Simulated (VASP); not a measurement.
Here is a VASP 6.6.1 calculation.

INCAR

```
SYSTEM = TaN
PREC = Accurate
ENCUT = 700
EDIFF = 1E-7
ISMEAR = 0
SIGMA = 0.1
LREAL = .False.
LASPH = .True.
NELM = 120
ALGO = Normal
ISIF = 3
LWAVE = .False.
LCHARG = .False.
GGA = CA
IBRION = 2
NSW = 100
EDIFFG = -0.05
GGA_COMPAT = .False.
NELMIN = 4
```

KPOINTS

```
Automatic mesh
0
Gamma
  9 9 8
  0 0 0
```

File POSCAR:

```
TaN
1.0
    2.9399421800      0.0000000000      0.0000000000
   -1.4699710900      2.5460646100      0.0000000000
    0.0000000000      0.0000000000      2.8901750800
Ta N
1 1
Direct
    0.0000000000      0.0000000000      0.5000000000
    0.6666666700      0.3333333300      0.0000000000
```

Potentials or basis: VASP PAW LDA potentials, release 64 (Ta_sv_GW, N).

Launch:

```console
$ cat potpaw_LDA.64/Ta_sv_GW/POTCAR potpaw_LDA.64/N/POTCAR > POTCAR
$ mpirun -np 1 vasp_std > vasp.out
```

Q: What does it give for the relaxed volume?

A: 10.48 Å³/atom.

Q: Predict the relaxed cell.

A: a = 2.911 Å, b = 2.911 Å, c = 2.855 Å, α = 90.00°, β = 90.00°, γ = 120.00°.

Q: What does it give for the band gap on the k mesh?

A: Zero (bands 9 and 10 overlap by 0.27 eV).

Stress tensor (GPa, compression positive):
```
-0.58  0.00  0.00
 0.00 -0.58  0.00
 0.00  0.00 -0.20
```

Caveat: spin-orbit coupling is left out, which moves the levels of the heavy elements.
